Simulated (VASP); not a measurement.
# SrTiO3 (Pm-3m) in VASP: further runs

The runs below take SrTiO3 through single point, with LDA.

Everything below comes from runs of VASP 6.6.1. Logs are shortened: lines on timing, memory, paths and dates and some standing lists are left out, and cuts for length are marked.

## 1. The cell of the first run

The structure is cubic, space group Pm-3m (No. 221). Conventional cell: a = 3.867 Å, b = 3.867 Å, c = 3.867 Å, α = 90.00°, β = 90.00°, γ = 90.00°. Within 3.6 Å of Sr (site symmetry m-3m) lie 12 O at 2.73 Å and 8 Ti at 3.35 Å. Ti (site symmetry m-3m) has 6 O at 1.93 Å within 2.6 Å. O (site symmetry 4/mmm) has 2 Ti at 1.93 Å within 2.6 Å.

## 2. Single point, LDA

File INCAR:

```
SYSTEM = SrTiO3
PREC     = Accurate       ! precision mode
ENCUT    = 520            ! plane-wave cutoff, eV
EDIFF    = 1E-6           ! SCF threshold, eV
ISMEAR   = 0              ! smearing method
SIGMA    = 0.01           ! smearing width, eV
LREAL    = .False.        ! projectors in reciprocal space
LASPH    = .True.         ! aspherical terms in the spheres
NELM     = 60             ! most SCF steps
ALGO     = Normal         ! electronic algorithm
ISIF     = 2              ! what is computed and relaxed
LWAVE    = .False.        ! write WAVECAR
LCHARG   = .True.         ! write CHGCAR
LELF     = .True.         ! ELF
LVHAR    = .True.       
NBANDS   = 28             ! bands
```

File KPOINTS:

```
regular mesh
0
Gamma
  6 6 6
  0 0 0
```

File POSCAR:

```
SrTiO3
1.0
    3.8671987873      0.0000000000      0.0000000000
    0.0000000000      3.8671987873      0.0000000000
    0.0000000000      0.0000000000      3.8671987873
Sr Ti O
1 1 3
Direct
    0.5000000000      0.5000000000      0.5000000000
    0.0000000000      0.0000000000      0.0000000000
    0.5000000000      0.0000000000      0.0000000000
    0.0000000000      0.5000000000      0.0000000000
    0.0000000000      0.0000000000      0.5000000000
```

Potentials or basis: VASP PAW LDA potentials, release 64 (Sr_sv, Ti_sv, O).

Run with:

```sh
cat potpaw_LDA.64/Sr_sv/POTCAR potpaw_LDA.64/Ti_sv/POTCAR potpaw_LDA.64/O/POTCAR > POTCAR
mpirun -np 1 vasp_std > vasp.out
```

OUTCAR:

```text
SYSTEM = SrTiO3
   PREC = Accurate
   ENCUT = 520
   EDIFF = 1E-6
   ISMEAR = 0
   LREAL = .False.
   LASPH = .True.
   NELM = 60
   ISIF = 2

 ion  position               nearest neighbor table
   1  0.500  0.500  0.500-   3 2.73   4 2.73   5 2.73   3 2.73   4 2.73   3 2.73   5 2.73   3 2.73
                             4 2.73   5 2.73   4 2.73   5 2.73   2 3.35   2 3.35   2 3.35   2 3.35
   2  0.000  0.000  0.000-   3 1.93   4 1.93   5 1.93   5 1.93   4 1.93   3 1.93   1 3.35   1 3.35
                             1 3.35   1 3.35   1 3.35   1 3.35   1 3.35   1 3.35
   3  0.500  0.000  0.000-   2 1.93   2 1.93   1 2.73   1 2.73   1 2.73   1 2.73
   4  0.000  0.500  0.000-   2 1.93   2 1.93   1 2.73   1 2.73   1 2.73   1 2.73
   5  0.000  0.000  0.500-   2 1.93   2 1.93   1 2.73   1 2.73   1 2.73   1 2.73

  LATTYP: Found a simple cubic cell.
 ALAT       =     3.8671987873

  Lattice vectors:

 A1 = (   3.8671987873,   0.0000000000,   0.0000000000)
 A2 = (   0.0000000000,   3.8671987873,   0.0000000000)
 A3 = (   0.0000000000,   0.0000000000,   3.8671987873)

Analysis of symmetry for initial positions (statically):
=====================================================================
 Subroutine PRICEL returns:
 Original cell was already a primitive cell.

 Routine SETGRP: Setting up the symmetry group for a
 simple cubic supercell.

 Subroutine GETGRP returns: Found 48 space group operations
 (whereof 48 operations were pure point group operations)
 out of a pool of 48 trial point group operations.

The static configuration has the point symmetry O_h .

Analysis of symmetry for dynamics (positions and initial velocities):
=====================================================================
 Subroutine PRICEL returns:
 Original cell was already a primitive cell.

 Routine SETGRP: Setting up the symmetry group for a
 simple cubic supercell.

 Subroutine GETGRP returns: Found 48 space group operations
 (whereof 48 operations were pure point group operations)
 out of a pool of 48 trial point group operations.

The dynamic configuration has the point symmetry O_h .

 Subroutine INISYM returns: Found 48 space group operations
 (whereof 48 operations are pure point group operations),
 and found     1 'primitive' translations

----------------------------------------------------------------------------------------

                                     Primitive cell

  volume of cell :      57.8348

  direct lattice vectors                    reciprocal lattice vectors
     3.867198787  0.000000000  0.000000000     0.258585104  0.000000000  0.000000000
     0.000000000  3.867198787  0.000000000     0.000000000  0.258585104  0.000000000
     0.000000000  0.000000000  3.867198787     0.000000000  0.000000000  0.258585104

  length of vectors
     3.867198787  3.867198787  3.867198787     0.258585104  0.258585104  0.258585104

  position of ions in fractional coordinates (direct lattice)
     0.500000000  0.500000000  0.500000000
     0.000000000  0.000000000  0.000000000
     0.500000000  0.000000000  0.000000000
     0.000000000  0.500000000  0.000000000
     0.000000000  0.000000000  0.500000000

  ion indices of the primitive-cell ions
   primitive index   ion index
                 1           1
                 2           2
                 3           3
                 4           4
                 5           5

----------------------------------------------------------------------------------------

 KPOINTS: regular mesh

Automatic generation of k-mesh.
 Grid dimensions read from file:
 generate k-points for:    6    6    6

 Generating k-lattice:

  Cartesian coordinates                     Fractional coordinates (reciprocal lattice)
     0.043097517  0.000000000  0.000000000     0.166666667  0.000000000  0.000000000
     0.000000000  0.043097517  0.000000000     0.000000000  0.166666667  0.000000000
     0.000000000  0.000000000  0.043097517     0.000000000  0.000000000  0.166666667

  Length of vectors
     0.043097517  0.043097517  0.043097517

  Shift w.r.t. Gamma in fractional coordinates (k-lattice)
     0.000000000  0.000000000  0.000000000

 Subroutine IBZKPT returns following result:
 ===========================================

 Found     20 irreducible k-points:

 Following reciprocal coordinates:
            Coordinates               Weight
  0.000000  0.000000  0.000000      1.000000
  0.166667  0.000000  0.000000      6.000000
  0.333333  0.000000  0.000000      6.000000
  0.500000  0.000000  0.000000      3.000000
  0.166667  0.166667  0.000000     12.000000
  0.333333  0.166667  0.000000     24.000000
[... 12 lines left out ...]
  0.500000  0.500000  0.333333      6.000000
  0.500000  0.500000  0.500000      1.000000
   k-points           NKPTS =     20   k-points in BZ     NKDIM =     20   number of bands    NBANDS=     28
   number of dos      NEDOS =    301   number of ions     NIONS =      5
   total plane-waves  NPLWV =  27000
   dimension x,y,z NGX =    30 NGY =   30 NGZ =   30
   dimension x,y,z NGXF=    60 NGYF=   60 NGZF=   60
   ions per type =               1   1   3
   NGX,Y,Z   is equivalent  to a cutoff of  12.90, 12.90, 12.90 a.u.
   NGXF,Y,Z  is equivalent  to a cutoff of  25.79, 25.79, 25.79 a.u.
 SYSTEM =  SrTiO3
   PREC   = accura    normal or accurate (medium, high low for compatibility)
   ISTART =      0    job   : 0-new  1-cont  2-samecut
   ICHARG =      2    charge: 1-file 2-atom 10-const
   ISPIN  =      1    spin polarized calculation?
   LNONCOLLINEAR =      F non collinear calculations
   LSORBIT =      F    spin-orbit coupling
   LASPH  =      T    aspherical Exc in radial PAW
   ENCUT  =  520.0 eV  38.22 Ry    6.18 a.u.   7.19  7.19  7.19*2*pi/ulx,y,z
   NELM   =     60;   NELMIN=  2; NELMDL= -5     # of ELM steps
   EDIFF  = 0.1E-05   stopping-criterion for ELM
   LREAL  =      F    real-space projection
   EDIFFG = 0.1E-04   stopping-criterion for IOM
   NSW    =      0    number of steps for IOM
   IBRION =     -1    ionic relax: 0-MD 1-quasi-New 2-CG
   NFREE  =      0    steps in history (QN), initial steepest desc. (CG)
   ISIF   =      2    stress and relaxation
   ISYM   =      2    0-nonsym 1-usesym 2-fastsym
   POTIM  = 0.5000    time-step for ionic-motion
   TEBEG  =    0.0;   TEEND  =   0.0 temperature during run
   PSTRESS=    0.0 pullay stress
   NELECT =      40.0000    total number of electrons
   NUPDOWN=      -1.0000    fix difference up-down
   EMIN   =  10.00;   EMAX   =-10.00  energy-range for DOS
   EFERMI =   0.00;   METHOD = LEGACY
   ISMEAR =     0;   SIGMA  =   0.01  broadening in eV -4-tet -1-fermi 0-gaus
   EFERMI_NEDOS =   21; number of points for ismear=-14 and -15
   IALGO  =     38    algorithm
   IMIX   =      4    mixing-type and parameters
     AMIX     =   0.40;   BMIX     =  1.00
     AMIX_MAG =   1.60;   BMIX_MAG =  1.00
  volume/ion in A,a.u.               =      11.57        78.06
  Fermi-wavevector in a.u.,A,eV,Ry     =   1.447766  2.735881 28.518165  2.096026
  Thomas-Fermi vector in A             =   2.565683
   LORBIT       =      0    0 simple, 1 ext, 2 COOP (PROOUT), +10 PAW based schemes
   GGA     = CA    functional components
   LHFCALC =     F    Hartree Fock is set to
   AEXX    =    0.0000 exact exchange contribution
   IVDW    =     0    specifies the selected vdW correction
   LEPSILON=     F    determine dielectric tensor
   LRPA    =     F    only Hartree local field effects (RPA)
 non-spin polarized calculation
 Gauss-broadening in eV      SIGMA  =   0.01
  energy-cutoff  :      520.00
  volume of cell :       57.83
 maximum number of plane-waves:      1596
 NGX is ok and might be reduce to    30
   NGX = 15   NGY = 15   NGZ = 15

 number of electron      40.0000026 magnetization

 Free energy of the ion-electron system (eV)
  ---------------------------------------------------
  ext. energy  EPLUGINS =         0.00000000
  ---------------------------------------------------
  free energy    TOTEN  =       -44.17657774 eV

  energy without entropy =      -44.17657774  energy(sigma->0) =      -44.17657774

 E-fermi :   4.2163     XC(G=0): -11.9482

 val. band max:        4.1238328473   @ k =   0.5000   0.5000   0.5000
 cond. band min:       5.9221236879   @ k =   0.0000   0.0000   0.0000
 fundamental gap:      1.7982908406
 Fermi energy:         4.2163235696

 k-point     1 :       0.0000    0.0000    0.0000
  band No.  band energies     occupation
      1     -51.4865      2.00000
      2     -28.2853      2.00000
      3     -28.1594      2.00000
      4     -28.1594      2.00000
      5     -28.1594      2.00000
      6     -13.1141      2.00000
[... 20 lines left out ...]
     27       9.3757      0.00000
     28      10.3768      0.00000

 k-point     2 :       0.1667    0.0000    0.0000
  band No.  band energies     occupation
      1     -51.4860      2.00000
      2     -28.3130      2.00000
      3     -28.1585      2.00000
      4     -28.1585      2.00000
      5     -28.1453      2.00000
      6     -13.1470      2.00000
[... 20 lines left out ...]
     27       9.8713      0.00000
     28      11.0387      0.00000

 k-point     3 :       0.3333    0.0000    0.0000
  band No.  band energies     occupation
      1     -51.4850      2.00000
      2     -28.3620      2.00000
      3     -28.1566      2.00000
      4     -28.1566      2.00000
      5     -28.1231      2.00000
      6     -13.3088      2.00000
[... 20 lines left out ...]
     27      10.9410      0.00000
     28      12.2481      0.00000

 k-point     4 :       0.5000    0.0000    0.0000
  band No.  band energies     occupation
      1     -51.4845      2.00000
      2     -28.3849      2.00000
      3     -28.1557      2.00000
      4     -28.1557      2.00000
      5     -28.1134      2.00000
      6     -13.4080      2.00000
[... 454 lines left out ...]
     27      12.1239      0.00000
     28      12.5555      0.00000

 k-point    19 :       0.5000    0.5000    0.3333
  band No.  band energies     occupation
      1     -51.4811      2.00000
      2     -28.2372      2.00000
      3     -28.2372      2.00000
      4     -28.2158      2.00000
      5     -28.2153      2.00000
      6     -11.8553      2.00000
[... 20 lines left out ...]
     27      12.2626      0.00000
     28      12.8587      0.00000

 k-point    20 :       0.5000    0.5000    0.5000
  band No.  band energies     occupation
      1     -51.4806      2.00000
      2     -28.2360      2.00000
      3     -28.2360      2.00000
      4     -28.2360      2.00000
      5     -28.2102      2.00000
      6     -11.6376      2.00000
[... 20 lines left out ...]
     27      12.8588      0.00000
     28      12.8588      0.00000

------------------------ aborting loop because EDIFF is reached ----------------------------------------

  FORCE on cell =-STRESS in cart. coord.  units (eV):
  Direction    XX          YY          ZZ          XY          YZ          ZX
  --------------------------------------------------------------------------------------
  -------------------------------------------------------------------------------------
  Total       -0.3340461     -0.3340461     -0.3340461      0.0000000      0.0000000     -0.0000000
  in kB       -9.2539565     -9.2539565     -9.2539565      0.0000000      0.0000000     -0.0000000
  external PRESSURE =      -9.2539565 kB  Pullay stress =       0.0000000 kB

 VOLUME and BASIS-vectors are now :
 -----------------------------------------------------------------------------
  energy-cutoff  :      520.00
  volume of cell :       57.83
      direct lattice vectors                 reciprocal lattice vectors
     3.867198787  0.000000000  0.000000000     0.258585104  0.000000000  0.000000000
     0.000000000  3.867198787  0.000000000     0.000000000  0.258585104  0.000000000
     0.000000000  0.000000000  3.867198787     0.000000000  0.000000000  0.258585104

 POSITION                                       TOTAL-FORCE (eV/Angst)
 -----------------------------------------------------------------------------------
      1.93360      1.93360      1.93360         0.000000      0.000000      0.000000
      0.00000      0.00000      0.00000         0.000000      0.000000      0.000000
      1.93360      0.00000      0.00000         0.000000      0.000000      0.000000
      0.00000      1.93360      0.00000         0.000000      0.000000      0.000000
      0.00000      0.00000      1.93360         0.000000      0.000000      0.000000
 -----------------------------------------------------------------------------------
    total drift:                                0.000000     -0.000000      0.000000

  FREE ENERGIE OF THE ION-ELECTRON SYSTEM (eV)
  ---------------------------------------------------
  free  energy   TOTEN  =       -44.1765777406 eV

  energy  without entropy=      -44.1765777406  energy(sigma->0) =      -44.17657774
```

It took 16 s on 1 thread of Intel Xeon 6975P-C (Granite Rapids), shared host; peak memory 0.16 GiB.

Results:

```yaml
Free_energy: -44.1766 eV
Pressure: -0.9 GPa
Band_gap_on_the_k_mesh: 1.80 eV, indirect (least direct gap 2.14 eV)
```

Levels at points of the mesh, in eV from the valence-band top:
| k point | band 16 | band 17 | band 18 | band 19 | band 20 | band 21 | band 22 | band 23 | band 24 | band 25 |
| --- | --- | --- | --- | --- | --- | --- | --- | --- | --- | --- |
| (0.00, 0.00, 0.00) | -1.24 | -1.24 | -0.34 | -0.34 | -0.34 | 1.80 | 1.80 | 1.80 | 4.53 | 4.53 |
| (0.50, 0.00, 0.00) | -2.47 | -2.47 | -2.14 | -0.74 | -0.74 | 1.99 | 3.89 | 3.89 | 4.57 | 6.85 |
| (0.50, 0.50, 0.00) | -3.04 | -1.71 | -1.62 | -1.62 | -0.10 | 3.90 | 3.90 | 4.35 | 5.58 | 7.96 |
| (0.50, 0.50, 0.50) | -3.87 | -3.87 | 0.00 | 0.00 | 0.00 | 4.61 | 4.61 | 4.61 | 6.96 | 6.96 |

A k mesh can miss the band edges. As with any semilocal functional, this LDA gap is likely too small.

[end of part 1 of 2]
